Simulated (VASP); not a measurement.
# Zn (P6_3/mmc) in VASP: single point with PBEsol

Aim: the single point of Zn with PBEsol.

Everything below comes from runs of VASP 6.6.1. Logs are shortened: lines on timing, memory, paths and dates and some standing lists are left out, and cuts for length are marked.

## 1. The cell of the first run

It takes space group P6_3/mmc (No. 194, hexagonal). Conventional cell: a = 2.590 Å, b = 2.590 Å, c = 4.916 Å, α = 90.00°, β = 90.00°, γ = 120.00°. Within 3.4 Å of Zn (site symmetry -6m2) lie 12 Zn at 2.59 to 2.88 Å.

## 2. Single point, PBEsol

INCAR reads:

```
SYSTEM = Zn
PREC = Accurate
ENCUT = 520
EDIFF = 1E-7
ISMEAR = -1
SIGMA = 0.05
LREAL = .False.
LASPH = .True.
NELM = 60
ALGO = Normal
ISIF = 2
LWAVE = .False.
LCHARG = .False.
GGA = PS
NBANDS = 32
```

KPOINTS reads:

```
regular mesh
0
Gamma
  16 8 9
  0 0 0
```

POSCAR reads:

```
Zn
1.0
   -1.2948697250      2.2427801528      0.0000000000
    0.0000000000      0.0000000000      4.9158390205
    3.8846091749      2.2427801528      0.0000000000
Zn
4
Direct
    0.5000000000      0.2500000000      0.1666666670
    0.0000000000      0.2500000000      0.6666666670
    0.0000000000      0.7500000000      0.3333333330
    0.5000000000      0.7500000000      0.8333333330
```

Potentials or basis: VASP PAW PBE potentials, release 64 (Zn).

Started as:

```bash
> cat potpaw_PBE.64/Zn/POTCAR > POTCAR
> mpirun -np 1 vasp_std > vasp.out
```

OUTCAR:

```text
SYSTEM = Zn
   PREC = Accurate
   ENCUT = 520
   EDIFF = 1E-7
   ISMEAR = -1
   LREAL = .False.
   LASPH = .True.
   NELM = 60
   ISIF = 2
   GGA = PS

 ion  position               nearest neighbor table
   1  0.500  0.250  0.167-   2 2.59   2 2.59   2 2.59   2 2.59   3 2.88   3 2.88   3 2.88   3 2.88
                             4 2.88   4 2.88
   2  0.000  0.250  0.667-   1 2.59   1 2.59   1 2.59   1 2.59   4 2.88   4 2.88   4 2.88   4 2.88
                             3 2.88   3 2.88
   3  0.000  0.750  0.333-   4 2.59   4 2.59   4 2.59   4 2.59   1 2.88   1 2.88   1 2.88   1 2.88
                             2 2.88   2 2.88
   4  0.500  0.750  0.833-   3 2.59   3 2.59   3 2.59   3 2.59   2 2.88   2 2.88   2 2.88   2 2.88
                             1 2.88   1 2.88

  LATTYP: Found a simple orthorhombic cell.
 ALAT       =     2.5897394499
 B/A-ratio  =     1.7320508076
 C/A-ratio  =     1.8981982997

  Lattice vectors:

 A1 = (   1.2948697250,  -2.2427801528,   0.0000000000)
 A2 = (   3.8846091749,   2.2427801528,   0.0000000000)
 A3 = (   0.0000000000,   0.0000000000,   4.9158390205)

Analysis of symmetry for initial positions (statically):
=====================================================================
 Subroutine PRICEL returns following result:

  LATTYP: Found a hexagonal cell.
 ALAT       =     2.5897394499
 C/A-ratio  =     1.8981982997

  Lattice vectors:

 A1 = (   1.2948697249,   2.2427801528,   0.0000000000)
 A2 = (  -2.5897394499,   0.0000000000,   0.0000000000)
 A3 = (   0.0000000000,   0.0000000000,   4.9158390205)

   2 primitive cells build up your supercell.

 Routine SETGRP: Setting up the symmetry group for a
 simple orthorhombic supercell.

 Subroutine GETGRP returns: Found  8 space group operations
 (whereof  4 operations were pure point group operations)
 out of a pool of  8 trial point group operations.

The static configuration has the point symmetry C_2h.
 The point group associated with its full space group is D_2h.

Analysis of symmetry for dynamics (positions and initial velocities):
=====================================================================
 Subroutine PRICEL returns following result:

  LATTYP: Found a hexagonal cell.
 ALAT       =     2.5897394499
 C/A-ratio  =     1.8981982997

  Lattice vectors:

 A1 = (   1.2948697249,   2.2427801528,   0.0000000000)
 A2 = (  -2.5897394499,   0.0000000000,   0.0000000000)
 A3 = (   0.0000000000,   0.0000000000,   4.9158390205)

   2 primitive cells build up your supercell.

 Routine SETGRP: Setting up the symmetry group for a
 simple orthorhombic supercell.

 Subroutine GETGRP returns: Found  8 space group operations
 (whereof  4 operations were pure point group operations)
 out of a pool of  8 trial point group operations.

The dynamic configuration has the point symmetry C_2h.
 The point group associated with its full space group is D_2h.

 Subroutine INISYM returns: Found  8 space group operations
 (whereof  4 operations are pure point group operations),
 and found     2 'primitive' translations

----------------------------------------------------------------------------------------

                                     Primitive cell

  volume of cell :      28.5523

  direct lattice vectors                    reciprocal lattice vectors
     1.294869725  2.242780153  0.000000000     0.000000000  0.445875178  0.000000000
    -2.589739450  0.000000000  0.000000000    -0.386139231  0.222937589  0.000000000
     0.000000000  0.000000000  4.915839020     0.000000000  0.000000000  0.203424074

  length of vectors
     2.589739450  2.589739450  4.915839020     0.445875178  0.445875178  0.203424074

  position of ions in fractional coordinates (direct lattice)
     0.666666667  0.333333333  0.250000000
     0.333333333  0.666666667  0.750000000

  ion indices of the primitive-cell ions
   primitive index   ion index
                 1           1
                 2           4

----------------------------------------------------------------------------------------

 KPOINTS: regular mesh

Automatic generation of k-mesh.
 Grid dimensions read from file:
 generate k-points for:   16    8    9

 Generating k-lattice:

  Cartesian coordinates                     Fractional coordinates (reciprocal lattice)
    -0.012066851  0.020900399  0.000000000     0.062500000  0.000000000  0.000000000
     0.000000000  0.000000000  0.025428009     0.000000000  0.125000000  0.000000000
     0.021452180  0.012385422  0.000000000    -0.000000000  0.000000000  0.111111111

  Length of vectors
     0.024133702  0.025428009  0.024770843

  Shift w.r.t. Gamma in fractional coordinates (k-lattice)
     0.000000000  0.000000000  0.000000000

 Subroutine IBZKPT returns following result:
 ===========================================

 Found    225 irreducible k-points:

 Following reciprocal coordinates:
            Coordinates               Weight
  0.000000  0.000000  0.000000      1.000000
  0.062500  0.000000  0.000000      2.000000
  0.125000  0.000000  0.000000      2.000000
  0.187500  0.000000  0.000000      2.000000
  0.250000  0.000000  0.000000      2.000000
  0.312500  0.000000  0.000000      2.000000
[... 16 lines left out ...]
  0.250000  0.250000  0.000000      4.000000
  0.312500  0.250000  0.000000      4.000000
 [... further k-points ...]
   k-points           NKPTS =    225   k-points in BZ     NKDIM =    225   number of bands    NBANDS=     32
   number of dos      NEDOS =    301   number of ions     NIONS =      4
   total plane-waves  NPLWV =  28800
   dimension x,y,z NGX =    20 NGY =   40 NGZ =   36
   dimension x,y,z NGXF=    40 NGYF=   80 NGZF=   72
   ions per type =               4
   NGX,Y,Z   is equivalent  to a cutoff of  12.84, 13.53, 13.34 a.u.
   NGXF,Y,Z  is equivalent  to a cutoff of  25.68, 27.05, 26.68 a.u.
 SYSTEM =  Zn
   PREC   = accura    normal or accurate (medium, high low for compatibility)
   ISTART =      0    job   : 0-new  1-cont  2-samecut
   ICHARG =      2    charge: 1-file 2-atom 10-const
   ISPIN  =      1    spin polarized calculation?
   LNONCOLLINEAR =      F non collinear calculations
   LSORBIT =      F    spin-orbit coupling
   LASPH  =      T    aspherical Exc in radial PAW
   ENCUT  =  520.0 eV  38.22 Ry    6.18 a.u.   4.82  9.14  8.34*2*pi/ulx,y,z
   NELM   =     60;   NELMIN=  2; NELMDL= -5     # of ELM steps
   EDIFF  = 0.1E-06   stopping-criterion for ELM
   LREAL  =      F    real-space projection
   EDIFFG = 0.1E-05   stopping-criterion for IOM
   NSW    =      0    number of steps for IOM
   IBRION =     -1    ionic relax: 0-MD 1-quasi-New 2-CG
   NFREE  =      0    steps in history (QN), initial steepest desc. (CG)
   ISIF   =      2    stress and relaxation
   ISYM   =      2    0-nonsym 1-usesym 2-fastsym
   POTIM  = 0.5000    time-step for ionic-motion
   TEBEG  =    0.0;   TEEND  =   0.0 temperature during run
   PSTRESS=    0.0 pullay stress
   NELECT =      48.0000    total number of electrons
   NUPDOWN=      -1.0000    fix difference up-down
   EMIN   =  10.00;   EMAX   =-10.00  energy-range for DOS
   EFERMI =   0.00;   METHOD = LEGACY
   ISMEAR =    -1;   SIGMA  =   0.05  broadening in eV -4-tet -1-fermi 0-gaus
   EFERMI_NEDOS =   21; number of points for ismear=-14 and -15
   IALGO  =     38    algorithm
   IMIX   =      4    mixing-type and parameters
     AMIX     =   0.40;   BMIX     =  1.00
     AMIX_MAG =   1.60;   BMIX_MAG =  1.00
  volume/ion in A,a.u.               =      14.28        96.34
  Fermi-wavevector in a.u.,A,eV,Ry     =   1.545012  2.919649 32.477938  2.387061
  Thomas-Fermi vector in A             =   2.650451
   LORBIT       =      0    0 simple, 1 ext, 2 COOP (PROOUT), +10 PAW based schemes
   GGA     = PS    functional components
   LHFCALC =     F    Hartree Fock is set to
   AEXX    =    0.0000 exact exchange contribution
   IVDW    =     0    specifies the selected vdW correction
   LEPSILON=     F    determine dielectric tensor
   LRPA    =     F    only Hartree local field effects (RPA)
 non-spin polarized calculation
  energy-cutoff  :      520.00
  volume of cell :       57.10
 maximum number of plane-waves:      1568
 NGX is ok and might be reduce to    20
   NGX =  9   NGY = 19   NGZ = 17

 number of electron      48.0000018 magnetization

 Free energy of the ion-electron system (eV)
  ---------------------------------------------------
  ext. energy  EPLUGINS =         0.00000000
  ---------------------------------------------------
  free energy    TOTEN  =        -6.34135621 eV

  energy without entropy =       -6.33469872  energy(sigma->0) =       -6.33802747

 E-fermi :   3.3759     XC(G=0): -12.0322

 val. band max:        3.3639335181   @ k =   0.3125   0.1250   0.0000
 cond. band min:       3.3837914797   @ k =   0.3750   0.0000   0.4444
 fundamental gap:      0.0198579615
 Fermi energy:         3.3759194840

 k-point     1 :       0.0000    0.0000    0.0000
  band No.  band energies     occupation
      1      -7.5401      2.00000
      2      -5.5513      2.00000
      3      -5.2968      2.00000
      4      -5.2131      2.00000
      5      -5.0039      2.00000
      6      -4.7283      2.00000
[... 24 lines left out ...]
     31      16.8156      0.00000
     32      18.6259      0.00000

 k-point     2 :       0.0625    0.0000    0.0000
  band No.  band energies     occupation
      1      -7.4476      2.00000
      2      -5.5059      2.00000
      3      -5.2604      2.00000
      4      -5.1708      2.00000
      5      -4.9918      2.00000
      6      -4.7165      2.00000
[... 24 lines left out ...]
     31      16.9203      0.00000
     32      18.5607      0.00000

 k-point     3 :       0.1250    0.0000    0.0000
  band No.  band energies     occupation
      1      -7.1730      2.00000
      2      -5.3799      2.00000
      3      -5.1569      2.00000
      4      -5.0520      2.00000
      5      -4.9575      2.00000
      6      -4.6869      2.00000
[... 24 lines left out ...]
     31      16.4708      0.00000
     32      17.2260      0.00000

 k-point     4 :       0.1875    0.0000    0.0000
  band No.  band energies     occupation
      1      -6.7279      2.00000
      2      -5.2023      2.00000
      3      -5.0026      2.00000
      4      -4.9074      2.00000
      5      -4.8830      2.00000
      6      -4.6651      2.00000
[... 24 lines left out ...]
     31      14.2587      0.00000
     32      15.5611      0.00000

 k-point     5 :       0.2500    0.0000    0.0000
  band No.  band energies     occupation
      1      -6.1412      2.00000
      2      -5.0152      2.00000
      3      -4.8550      2.00000
      4      -4.8231      2.00000
      5      -4.7154      2.00000
      6      -4.6900      2.00000
[... 584 lines left out ...]
     31      13.0471      0.00000
     32      14.4657      0.00000

 k-point    22 :       0.1875    0.2500    0.0000
  band No.  band energies     occupation
      1      -6.3773      2.00000
      2      -5.2204      2.00000
      3      -5.0113      2.00000
      4      -4.9680      2.00000
      5      -4.7434      2.00000
      6      -4.6678      2.00000
[... 24 lines left out ...]
     31      12.7336      0.00000
     32      13.4476      0.00000

 k-point    23 :       0.2500    0.2500    0.0000
  band No.  band energies     occupation
      1      -5.8305      2.00000
      2      -4.9959      2.00000
      3      -4.8801      2.00000
      4      -4.7849      2.00000
      5      -4.6591      2.00000
      6      -4.6435      2.00000
[... 24 lines left out ...]
     31      12.8510      0.00000
     32      13.7736      0.00000

 k-point    24 :       0.3125    0.2500    0.0000
  band No.  band energies     occupation
      1      -5.2820      2.00000
      2      -4.8177      2.00000
      3      -4.7695      2.00000
      4      -4.7152      2.00000
      5      -4.7108      2.00000
      6      -4.6792      2.00000
[... 24 lines left out ...]
     31      12.3260      0.00000
     32      12.8551      0.00000

 [... further k-points ...]
[... 5 lines left out ...]
  --------------------------------------------------------------------------------------
  -------------------------------------------------------------------------------------
  Total        0.4516262      0.5416363     -0.4600422     -0.0779511      0.0000000     -0.0000000
  in kB       12.6712452     15.1966532    -12.9073718     -2.1870675      0.0000000     -0.0000000
  external PRESSURE =       4.9868422 kB  Pullay stress =       0.0000000 kB

 VOLUME and BASIS-vectors are now :
 -----------------------------------------------------------------------------
  energy-cutoff  :      520.00
  volume of cell :       57.10
      direct lattice vectors                 reciprocal lattice vectors
    -1.294869725  2.242780153  0.000000000    -0.193069616  0.334406384  0.000000000
     0.000000000  0.000000000  4.915839020     0.000000000  0.000000000  0.203424074
     3.884609175  2.242780153  0.000000000     0.193069616  0.111468795  0.000000000

 POSITION                                       TOTAL-FORCE (eV/Angst)
 -----------------------------------------------------------------------------------
      0.00000      1.49519      1.22896        -0.000452     -0.000261      0.000000
      2.58974      1.49519      1.22896        -0.000452     -0.000261      0.000000
      1.29487      0.74759      3.68688         0.000452      0.000261     -0.000000
      2.58974      2.99037      3.68688         0.000452      0.000261      0.000000
 -----------------------------------------------------------------------------------
    total drift:                                0.000000      0.000000      0.000000

  FREE ENERGIE OF THE ION-ELECTRON SYSTEM (eV)
  ---------------------------------------------------
  free  energy   TOTEN  =        -6.3413562147 eV

  energy  without entropy=       -6.3346987217  energy(sigma->0) =       -6.33802747
```

It took 2.1 min on 1 thread of Intel Xeon 6975P-C (Granite Rapids), shared host; peak memory 0.39 GiB.

What came out:

- Free energy: -6.3414 eV
- Pressure: 0.5 GPa
- Band gap on the k mesh: zero (bands 24 and 25 overlap by 3.52 eV)

Stress tensor (GPa, compression positive):
```
 1.27 -0.22  0.00
-0.22  1.52  0.00
 0.00  0.00 -1.29
```

Levels at points of the mesh, in eV from the Fermi level:
| k point | band 20 | band 21 | band 22 | band 23 | band 24 | band 25 | band 26 | band 27 | band 28 | band 29 |
| --- | --- | --- | --- | --- | --- | --- | --- | --- | --- | --- |
| (0.00, 0.00, 0.00) | -6.92 | -6.90 | -4.06 | -3.22 | -2.95 | -2.07 | 2.66 | 3.62 | 4.39 | 5.85 |
| (0.50, 0.00, 0.00) | -7.04 | -4.22 | -4.22 | 1.20 | 1.20 | 2.68 | 2.68 | 3.53 | 3.53 | 3.58 |
| (0.00, 0.50, 0.00) | -7.18 | -6.91 | -6.91 | -2.02 | -2.02 | 0.37 | 0.37 | 4.37 | 4.37 | 10.27 |
| (0.50, 0.50, 0.00) | -7.09 | -2.78 | -2.78 | -2.78 | -2.78 | 4.92 | 4.92 | 4.92 | 4.92 | 5.18 |

Caveat: the PAW data sets were made with another functional, which shifts forces and pressure a little.
